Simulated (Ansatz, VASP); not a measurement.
## Two plane-wave programs on Zr

INCAR

```
ALGO     = Normal         # electronic algorithm
EDIFF    = 1E-8           # SCF threshold, eV
ENCUT    = 520            # plane-wave cutoff, eV
GGA      = PS             # functional
ISIF     = 2              # what is computed and relaxed
ISMEAR   = -1             # smearing method
LASPH    = True           # aspherical terms in the spheres
LCHARG   = False          # write CHGCAR
LEFG     = True         
LREAL    = False          # projectors in reciprocal space
LWAVE    = False          # write WAVECAR
NBANDS   = 19             # bands
NELM     = 80             # most SCF steps
PREC     = Accurate       # precision mode
SIGMA    = 0.08           # smearing width, eV
```

KPOINTS

```
k-points
0
Gamma
  13 13 7
```

File POSCAR:

```
Zr
1.0
    3.2319982225      0.0161599911      0.0161599911
   -1.6020041484      2.7909125700      0.0059149673
    0.0257350000      0.0257350000      5.1470000000
Zr
2
Direct
    0.3333333333      0.6666666667      0.2500000000
    0.6666666667      0.3333333333      0.7500000000
```

Input for Ansatz:

```yaml
crystal:
  lattice:
    - [3.2319982225, 0.0161599911, 0.0161599911]
    - [-1.6020041484, 2.79091257, 0.0059149673]
    - [0.025735, 0.025735, 5.147]
  atoms:
    - { symbol: Zr, position: [0.3333333333, 0.6666666667, 0.25] }
    - { symbol: Zr, position: [0.6666666667, 0.3333333333, 0.75] }
kpoints:
  mp_grid: { grid: [13, 13, 7] }
scf:
  occupations: { method: fermi_dirac, width: 0.08 }
hamiltonian:
  xc: pbesol
  pseudopotentials: { kind: paw }
output:
  forces: true
  stress: true
  eigenvalues: true
  efg: { contact_densities: true }
```

Change from the starting cell: equal xy, yz and zx shear strains of +1 %, PAW files.

Alike in both runs: task electric field gradients; functional PBEsol; k mesh 13 × 13 × 7; occupations fermi-dirac, width 0.08 eV; no spin polarisation.

|  | VASP | Ansatz |
| --- | --- | --- |
| version | VASP 6.6.1 | Ansatz 0.2.0 |
| potentials or method | VASP PAW PBE potentials, release 64 (Zr_sv) | PAW with Ansatz's default frozen-core files, scalar-relativistic |
| plane-wave cutoff (eV) | 520 | 420 |
| valence electrons in the cell | 24 | 24 |

|  | VASP | Ansatz | Ansatz less VASP |
| --- | --- | --- | --- |
| pressure (GPa) | -3.2 | -3.3 | -0.05 |
| traceless stress, the component that is largest in VASP (GPa) | -0.43 | -0.43 | +0.001 |
| rms of the force components (eV/Å) | 0.010 | 0.010 | 0.0000 |
| size of Vzz on the site where it differs most (V/Å²) | 41.9 | 42.5 | +0.59 |

VASP's potentials were made for PBE, not for PBEsol. Atom by atom the forces differ by 0.000 eV/Å (rms over components).
